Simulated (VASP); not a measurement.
# HCl (R-3m) in VASP: further runs

Runs on HCl. Level: PBEsol. Tasks: single point.

Program: VASP 6.6.1. These are calculated values, not measurements. Logs are shortened: lines on timing, memory, paths and dates and some standing lists are left out, and cuts for length are marked.

**1. The cell of the first run**

Symmetry: R-3m, No. 166, trigonal system. The conventional cell has a = 4.087 Å, b = 4.087 Å, c = 8.509 Å, α = 90.00°, β = 90.00°, γ = 120.00°. H (site symmetry -3m) has 6 Cl at 2.75 Å and 6 H at 3.69 Å within 3.7 Å. Cl (site symmetry -3m) has 6 H at 2.75 Å and 6 Cl at 3.69 Å within 3.7 Å.

**2. Single point, PBEsol**

The input, INCAR:

```
SYSTEM = HCl
PREC = Accurate
ENCUT = 520
EDIFF = 1E-6
ISMEAR = 0
SIGMA = 0.15
LREAL = .FALSE.
LASPH = .TRUE.
NELM = 100
ALGO = Normal
ISIF = 2
LWAVE = .FALSE.
LCHARG = .FALSE.
GGA = PS
NBANDS = 11
```

The input, KPOINTS:

```
regular mesh
0
G
  16 16 16
  0 0 0
```

The input, POSCAR:

```
HCl
1.0
   -0.2889888938      2.6009000442      2.6009000442
    2.6009000442     -0.2889888938      2.6009000442
    2.6009000442      2.6009000442     -0.2889888938
H Cl
1 1
Direct
    0.0000000000      0.0000000000      0.0000000000
    0.5000000000      0.5000000000      0.5000000000
```

Potentials or basis: VASP PAW PBE potentials, release 64 (H, Cl).

Started as:

```console
cat potpaw_PBE.64/H/POTCAR potpaw_PBE.64/Cl/POTCAR > POTCAR
mpirun -np 1 vasp_std > vasp.out
```

OUTCAR:

```text
SYSTEM = HCl
   PREC = Accurate
   ENCUT = 520
   EDIFF = 1E-6
   ISMEAR = 0
   LREAL = .FALSE.
   LASPH = .TRUE.
   NELM = 100
   ISIF = 2
   GGA = PS

 ion  position               nearest neighbor table
   1  0.000  0.000  0.000-
   2  0.500  0.500  0.500-

  LATTYP: Found a trigonal (rhomboedric) cell.
 ALAT       =     3.6895632073
 COS(alpha) =     0.3865030675

  Lattice vectors:

 A1 = (  -0.2889888938,   2.6009000442,   2.6009000442)
 A2 = (   2.6009000442,  -0.2889888938,   2.6009000442)
 A3 = (   2.6009000442,   2.6009000442,  -0.2889888938)

Analysis of symmetry for initial positions (statically):
=====================================================================
 Subroutine PRICEL returns:
 Original cell was already a primitive cell.

 Routine SETGRP: Setting up the symmetry group for a
 trigonal (rhombohedral) supercell.

 Subroutine GETGRP returns: Found 12 space group operations
 (whereof 12 operations were pure point group operations)
 out of a pool of 12 trial point group operations.

The static configuration has the point symmetry D_3d.

Analysis of symmetry for dynamics (positions and initial velocities):
=====================================================================
 Subroutine PRICEL returns:
 Original cell was already a primitive cell.

 Routine SETGRP: Setting up the symmetry group for a
 trigonal (rhombohedral) supercell.

 Subroutine GETGRP returns: Found 12 space group operations
 (whereof 12 operations were pure point group operations)
 out of a pool of 12 trial point group operations.

The dynamic configuration has the point symmetry D_3d.

 Subroutine INISYM returns: Found 12 space group operations
 (whereof 12 operations are pure point group operations),
 and found     1 'primitive' translations

----------------------------------------------------------------------------------------

                                     Primitive cell

  volume of cell :      41.0291

  direct lattice vectors                    reciprocal lattice vectors
    -0.288988894  2.600900044  2.600900044    -0.162839557  0.183194502  0.183194502
     2.600900044 -0.288988894  2.600900044     0.183194502 -0.162839557  0.183194502
     2.600900044  2.600900044 -0.288988894     0.183194502  0.183194502 -0.162839557

  length of vectors
     3.689563207  3.689563207  3.689563207     0.306001916  0.306001916  0.306001916

  position of ions in fractional coordinates (direct lattice)
     0.000000000  0.000000000  0.000000000
     0.500000000  0.500000000  0.500000000

  ion indices of the primitive-cell ions
   primitive index   ion index
                 1           1
                 2           2

----------------------------------------------------------------------------------------

 KPOINTS: regular mesh

Automatic generation of k-mesh.
 Grid dimensions read from file:
 generate k-points for:   16   16   16

 Generating k-lattice:

  Cartesian coordinates                     Fractional coordinates (reciprocal lattice)
    -0.010177472  0.011449656  0.011449656     0.062500000  0.000000000  0.000000000
     0.011449656 -0.010177472  0.011449656     0.000000000  0.062500000  0.000000000
     0.011449656  0.011449656 -0.010177472     0.000000000  0.000000000  0.062500000

  Length of vectors
     0.019125120  0.019125120  0.019125120

  Shift w.r.t. Gamma in fractional coordinates (k-lattice)
     0.000000000  0.000000000  0.000000000

 Subroutine IBZKPT returns following result:
 ===========================================

 Found    417 irreducible k-points:

 Following reciprocal coordinates:
            Coordinates               Weight
  0.000000  0.000000  0.000000      1.000000
  0.062500 -0.000000 -0.000000      6.000000
  0.125000 -0.000000 -0.000000      6.000000
  0.187500 -0.000000 -0.000000      6.000000
  0.250000 -0.000000 -0.000000      6.000000
  0.312500  0.000000 -0.000000      6.000000
[... 16 lines left out ...]
 -0.125000  0.062500  0.000000     12.000000
 -0.062500  0.062500  0.000000      6.000000
 [... further k-points ...]
   k-points           NKPTS =    417   k-points in BZ     NKDIM =    417   number of bands    NBANDS=     11
   number of dos      NEDOS =    301   number of ions     NIONS =      2
   total plane-waves  NPLWV =  21952
   dimension x,y,z NGX =    28 NGY =   28 NGZ =   28
   dimension x,y,z NGXF=    56 NGYF=   56 NGZF=   56
   ions per type =               1   1
   NGX,Y,Z   is equivalent  to a cutoff of  12.62, 12.62, 12.62 a.u.
   NGXF,Y,Z  is equivalent  to a cutoff of  25.23, 25.23, 25.23 a.u.
 SYSTEM =  HCl
   PREC   = accura    normal or accurate (medium, high low for compatibility)
   ISTART =      0    job   : 0-new  1-cont  2-samecut
   ICHARG =      2    charge: 1-file 2-atom 10-const
   ISPIN  =      1    spin polarized calculation?
   LNONCOLLINEAR =      F non collinear calculations
   LSORBIT =      F    spin-orbit coupling
   LASPH  =      T    aspherical Exc in radial PAW
   ENCUT  =  520.0 eV  38.22 Ry    6.18 a.u.   6.86  6.86  6.86*2*pi/ulx,y,z
   NELM   =    100;   NELMIN=  2; NELMDL= -5     # of ELM steps
   EDIFF  = 0.1E-05   stopping-criterion for ELM
   LREAL  =      F    real-space projection
   EDIFFG = 0.1E-04   stopping-criterion for IOM
   NSW    =      0    number of steps for IOM
   IBRION =     -1    ionic relax: 0-MD 1-quasi-New 2-CG
   NFREE  =      0    steps in history (QN), initial steepest desc. (CG)
   ISIF   =      2    stress and relaxation
   ISYM   =      2    0-nonsym 1-usesym 2-fastsym
   POTIM  = 0.5000    time-step for ionic-motion
   TEBEG  =    0.0;   TEEND  =   0.0 temperature during run
   PSTRESS=    0.0 pullay stress
   NELECT =       8.0000    total number of electrons
   NUPDOWN=      -1.0000    fix difference up-down
   EMIN   =  10.00;   EMAX   =-10.00  energy-range for DOS
   EFERMI =   0.00;   METHOD = LEGACY
   ISMEAR =     0;   SIGMA  =   0.15  broadening in eV -4-tet -1-fermi 0-gaus
   EFERMI_NEDOS =   21; number of points for ismear=-14 and -15
   IALGO  =     38    algorithm
   IMIX   =      4    mixing-type and parameters
     AMIX     =   0.40;   BMIX     =  1.00
     AMIX_MAG =   1.60;   BMIX_MAG =  1.00
  volume/ion in A,a.u.               =      20.51       138.44
  Fermi-wavevector in a.u.,A,eV,Ry     =   0.949308  1.793933 12.261388  0.901187
  Thomas-Fermi vector in A             =   2.077579
   LORBIT       =      0    0 simple, 1 ext, 2 COOP (PROOUT), +10 PAW based schemes
   GGA     = PS    functional components
   LHFCALC =     F    Hartree Fock is set to
   AEXX    =    0.0000 exact exchange contribution
   IVDW    =     0    specifies the selected vdW correction
   LEPSILON=     F    determine dielectric tensor
   LRPA    =     F    only Hartree local field effects (RPA)
 non-spin polarized calculation
 Gauss-broadening in eV      SIGMA  =   0.15
  energy-cutoff  :      520.00
  volume of cell :       41.03
 maximum number of plane-waves:      1126
   NGX = 13   NGY = 13   NGZ = 13

 number of electron       7.9999998 magnetization

 Free energy of the ion-electron system (eV)
  ---------------------------------------------------
  ext. energy  EPLUGINS =         0.00000000
  ---------------------------------------------------
  free energy    TOTEN  =        -2.94440270 eV

  energy without entropy =       -2.94016609  energy(sigma->0) =       -2.94228440

 E-fermi :  -2.0277     XC(G=0):  -7.8152

 val. band max:       -2.0387941505   @ k =  -0.0625   0.0625   0.0000
 cond. band min:      -2.0262275321   @ k =  -0.4375  -0.4375   0.0625
 fundamental gap:      0.0125666184
 Fermi energy:        -2.0276849065

 k-point     1 :       0.0000    0.0000    0.0000
  band No.  band energies     occupation
      1     -15.3219      2.00000
      2      -2.4593      1.99995
      3      -2.4260      1.99983
      4      -2.4260      1.99983
      5      -1.9966      0.76922
      6       9.1901      0.00000
      7       9.5830      0.00000
      8       9.5830      0.00000
      9      12.2213      0.00000
     10      12.9024      0.00000
     11      12.9024      0.00000

 k-point     2 :       0.0625   -0.0000   -0.0000
  band No.  band energies     occupation
      1     -15.3096      2.00000
      2      -2.9491      2.00000
      3      -2.4272      1.99983
      4      -2.0801      1.37861
      5      -1.8787      0.16000
      6       9.0339      0.00000
      7       9.5519      0.00000
      8       9.6116      0.00000
      9      12.1872      0.00000
     10      12.4198      0.00000
     11      12.5859      0.00000

 k-point     3 :       0.1250   -0.0000   -0.0000
  band No.  band energies     occupation
      1     -15.2742      2.00000
      2      -3.4604      2.00000
      3      -2.4306      1.99985
      4      -2.0740      1.33757
      5      -1.4457      0.00000
      6       8.4873      0.00000
      7       9.6626      0.00000
      8       9.6942      0.00000
      9      11.8303      0.00000
     10      11.9354      0.00000
     11      12.3904      0.00000

 k-point     4 :       0.1875   -0.0000   -0.0000
  band No.  band energies     occupation
      1     -15.2203      2.00000
      2      -3.9515      2.00000
      3      -2.4354      1.99988
      4      -2.1087      1.55485
      5      -1.0239      0.00000
      6       7.7978      0.00000
      7       9.6241      0.00000
      8       9.9743      0.00000
      9      11.4879      0.00000
     10      11.5334      0.00000
     11      12.5866      0.00000
[... 239 lines left out ...]
 k-point    22 :      -0.1875    0.0625   -0.0000
  band No.  band energies     occupation
      1     -15.1952      2.00000
      2      -4.1183      2.00000
      3      -2.5092      1.99999
      4      -2.1345      1.68609
      5      -0.8246      0.00000
      6       7.6582      0.00000
      7       9.2188      0.00000
      8      10.1645      0.00000
      9      11.2209      0.00000
     10      12.0500      0.00000
     11      12.9052      0.00000

 k-point    23 :      -0.1250    0.0625    0.0000
  band No.  band energies     occupation
      1     -15.2519      2.00000
      2      -3.6879      2.00000
      3      -2.4859      1.99998
      4      -2.0850      1.41100
      5      -1.2039      0.00000
      6       8.3184      0.00000
      7       9.2025      0.00000
      8       9.9873      0.00000
      9      11.4595      0.00000
     10      12.2615      0.00000
     11      12.6763      0.00000

 k-point    24 :      -0.0625    0.0625    0.0000
  band No.  band energies     occupation
      1     -15.2917      2.00000
      2      -3.2680      2.00000
      3      -2.4559      1.99995
      4      -2.0388      1.08342
      5      -1.6105      0.00008
      6       8.8436      0.00000
      7       9.3008      0.00000
      8       9.7549      0.00000
      9      11.9480      0.00000
     10      12.3234      0.00000
     11      12.6735      0.00000

 [... further k-points ...]
[... 5 lines left out ...]
  --------------------------------------------------------------------------------------
  -------------------------------------------------------------------------------------
  Total       -2.5881282     -2.5881282     -2.5881282      0.4330954      0.4330954      0.4330954
  in kB     -101.0657456   -101.0657456   -101.0657456     16.9122658     16.9122658     16.9122658
  external PRESSURE =    -101.0657456 kB  Pullay stress =       0.0000000 kB

 VOLUME and BASIS-vectors are now :
 -----------------------------------------------------------------------------
  energy-cutoff  :      520.00
  volume of cell :       41.03
      direct lattice vectors                 reciprocal lattice vectors
    -0.288988894  2.600900044  2.600900044    -0.162839557  0.183194502  0.183194502
     2.600900044 -0.288988894  2.600900044     0.183194502 -0.162839557  0.183194502
     2.600900044  2.600900044 -0.288988894     0.183194502  0.183194502 -0.162839557

 POSITION                                       TOTAL-FORCE (eV/Angst)
 -----------------------------------------------------------------------------------
      0.00000      0.00000      0.00000         0.000000     -0.000000      0.000000
      2.45641      2.45641      2.45641        -0.000000      0.000000     -0.000000
 -----------------------------------------------------------------------------------
    total drift:                                0.000000      0.000000      0.000000

  FREE ENERGIE OF THE ION-ELECTRON SYSTEM (eV)
  ---------------------------------------------------
  free  energy   TOTEN  =        -2.9444026975 eV

  energy  without entropy=       -2.9401660949  energy(sigma->0) =       -2.94228440
```

It took 67 s on 1 thread of Intel Xeon Platinum 8559C (Emerald Rapids), shared host; peak memory 0.28 GiB.

What came out:

```yaml
Free_energy: -2.9444 eV
Pressure: -10.1 GPa
Band_gap_on_the_k_mesh: zero (bands 4 and 5 overlap by 0.31 eV)
```

Levels at points of the mesh, in eV from the Fermi level:
| k point | band 2 | band 3 | band 4 | band 5 | band 6 | band 7 |
| --- | --- | --- | --- | --- | --- | --- |
| (0.00, 0.00, 0.00) | -0.43 | -0.40 | -0.40 | 0.03 | 11.22 | 11.61 |
| (0.50, 0.00, 0.00) | -3.29 | -0.43 | -0.23 | 2.13 | 7.77 | 10.66 |
| (0.50, 0.50, 0.00) | -2.03 | -1.19 | -0.56 | -0.33 | 9.34 | 11.62 |
| (0.50, 0.50, 0.50) | -2.91 | -0.75 | -0.75 | 1.75 | 7.40 | 10.05 |

Caveat: the cell stands under tension; the PAW data sets were made with another functional, which shifts forces and pressure a little.

**3. Single point, PBEsol**

This run uses another cell than the first one, of the same volume but with other edges.

The input, INCAR:

```
  ALGO = Normal
  EDIFF = 1E-6
  ENCUT = 520
  GGA = PS
  ISIF = 2
  ISMEAR = 0
  LASPH = True
  LCHARG = False
  LREAL = False
  LWAVE = False
  NBANDS = 11
  NELM = 60
  PREC = Accurate
  SIGMA = 0.15
```

The input, KPOINTS:

```
k-points
0
Gamma
  16 16 16
```

The input, POSCAR:

```
HCl
1.0
    0.3434781505      2.9195642796      2.9195642796
    2.9195642796      0.3434781505      2.9195642796
    2.9195642796      2.9195642796      0.3434781505
H Cl
1 1
Direct
    0.0000000000      0.0000000000      0.0000000000
    0.5000000000      0.5000000000      0.5000000000
```

Potentials or basis: VASP PAW PBE potentials, release 64 (H, Cl).

Started as:

```console
cat potpaw_PBE.64/H/POTCAR potpaw_PBE.64/Cl/POTCAR > POTCAR
mpirun -np 1 vasp_std > vasp.out
```

Wall time 65 s (1 thread of Intel Xeon Platinum 8559C (Emerald Rapids), shared host); peak memory 0.29 GiB.

It converged, with:

```
Free energy            : -2.9110 eV
Pressure               : -9.9 GPa
Band gap on the k mesh : zero (bands 4 and 5 overlap by 0.33 eV)
```

Stress tensor (GPa, compression positive):
```
-9.95 -2.33 -2.33
-2.33 -9.95 -2.33
-2.33 -2.33 -9.95
```

Levels at points of the mesh, in eV from the Fermi level:
| k point | band 1 | band 2 | band 3 | band 4 | band 5 | band 6 | band 7 | band 8 |
| --- | --- | --- | --- | --- | --- | --- | --- | --- |
| (0.00, 0.00, 0.00) | -13.37 | -0.81 | -0.54 | -0.05 | -0.05 | 10.78 | 11.53 | 13.10 |
| (0.50, 0.00, 0.00) | -12.90 | -3.17 | -0.79 | -0.41 | 1.83 | 7.44 | 10.01 | 11.48 |
| (0.50, 0.50, 0.00) | -12.85 | -2.13 | -1.20 | -0.63 | -0.38 | 9.27 | 11.34 | 14.30 |
| (0.50, 0.50, 0.50) | -13.14 | -3.52 | -0.12 | -0.12 | 2.25 | 8.08 | 11.99 | 11.99 |

Caveat: the cell stands under tension; the PAW data sets were made with another functional, which shifts forces and pressure a little.

**4. Single point, PBEsol**

This run uses another cell than the first one, of the same volume but with other edges.

The input, INCAR:

```
SYSTEM = HCl
PREC = Accurate
ENCUT = 520
EDIFF = 1E-6
ISMEAR = 0
SIGMA = 0.15
LREAL = .FALSE.
LASPH = .TRUE.
NELM = 80
ALGO = Normal
ISIF = 2
LWAVE = .FALSE.
LCHARG = .TRUE.
GGA = PS
LELF = .TRUE.
LVHAR = .TRUE.
NBANDS = 11
```

The input, KPOINTS:

```
regular mesh
0
G
  16 16 16
  0 0 0
```

The input, POSCAR:

```
HCl
1.0
    1.0703963061      3.3641026762      3.3641026762
    3.3641026762      1.0703963061      3.3641026762
    3.3641026762      3.3641026762      1.0703963061
H Cl
1 1
Direct
    0.0000000000      0.0000000000      0.0000000000
    0.5000000000      0.5000000000      0.5000000000
```

Started as:

```console
cat potpaw_PBE.64/H/POTCAR potpaw_PBE.64/Cl/POTCAR > POTCAR
mpirun -np 1 vasp_std > vasp.out
```

Wall time 2.2 min (1 thread of Intel Xeon Platinum 8559C (Emerald Rapids), shared host); peak memory 0.32 GiB.

It converged, with:

* Free energy: -2.2431 eV
* Pressure: -7.4 GPa
* Band gap on the k mesh: zero (bands 4 and 5 overlap by 0.71 eV)

Stress tensor (GPa, compression positive):
```
-7.42 -3.40 -3.40
-3.40 -7.42 -3.40
-3.40 -3.40 -7.42
```

Levels at points of the mesh, in eV from the Fermi level:
```
           k point  band 1  band 2  band 3  band 4  band 5  band 6  band 7  band 8  band 9
(0.00, 0.00, 0.00)  -14.11   -2.17   -1.58    0.31    0.31   10.22   11.98   12.69   14.01
(0.50, 0.00, 0.00)  -13.23   -3.50   -1.51   -0.43    0.77    6.78    9.13   11.25   13.13
(0.50, 0.50, 0.00)  -13.22   -3.17   -1.52   -0.46   -0.39    9.23    9.44   11.82   13.75
(0.50, 0.50, 0.50)  -14.06   -4.00    0.31    0.31    1.09    8.54   12.22   13.63   13.72
```

Caveat: the cell stands under tension; the PAW data sets were made with another functional, which shifts forces and pressure a little.

**5. Single point, PBEsol**

This run uses another cell than the first one, of the same volume but with other edges.

INCAR: that of step 4 with these lines changed.

```diff
@@ -3,3 +3,3 @@
 ENCUT = 520
-EDIFF = 1E-6
+EDIFF = 1E-7
 ISMEAR = 0
@@ -8,3 +8,3 @@
 LASPH = .TRUE.
-NELM = 80
+NELM = 100
 ALGO = Normal
```

KPOINTS is that of step 4.

The input, POSCAR:

```
HCl
1.0
   -0.1308779828      2.6736502197      2.6736502197
    2.6736502197     -0.1308779828      2.6736502197
    2.6736502197      2.6736502197     -0.1308779828
H Cl
1 1
Direct
    0.0000000000      0.0000000000      0.0000000000
    0.5000000000      0.5000000000      0.5000000000
```

Started as:

```console
cat potpaw_PBE.64/H/POTCAR potpaw_PBE.64/Cl/POTCAR > POTCAR
mpirun -np 1 vasp_std > vasp.out
```

It took 67 s on 1 thread of Intel Xeon Platinum 8559C (Emerald Rapids), shared host; peak memory 0.28 GiB.

Results (log left out):

```yaml
Free_energy: -3.0025 eV
Pressure: -10.3 GPa
Band_gap_on_the_k_mesh: zero (bands 4 and 5 overlap by 0.19 eV)
```

Stress tensor (GPa, compression positive):
```
-10.32   0.81   0.81
  0.81 -10.32   0.81
  0.81   0.81 -10.32
```

Levels at points of the mesh, in eV from the Fermi level:
```tsv
k point	band 2	band 3	band 4	band 5	band 6	band 7
(0.00, 0.00, 0.00)	-0.30	-0.26	-0.26	-0.04	11.27	12.08
(0.50, 0.00, 0.00)	-3.18	-0.37	-0.26	2.23	7.80	10.85
(0.50, 0.50, 0.00)	-1.94	-0.96	-0.68	-0.26	9.31	11.85
(0.50, 0.50, 0.50)	-3.02	-0.51	-0.51	2.05	7.61	10.60
```

Caveat: the cell stands under tension; the PAW data sets were made with another functional, which shifts forces and pressure a little.

[end of part 1 of 2]
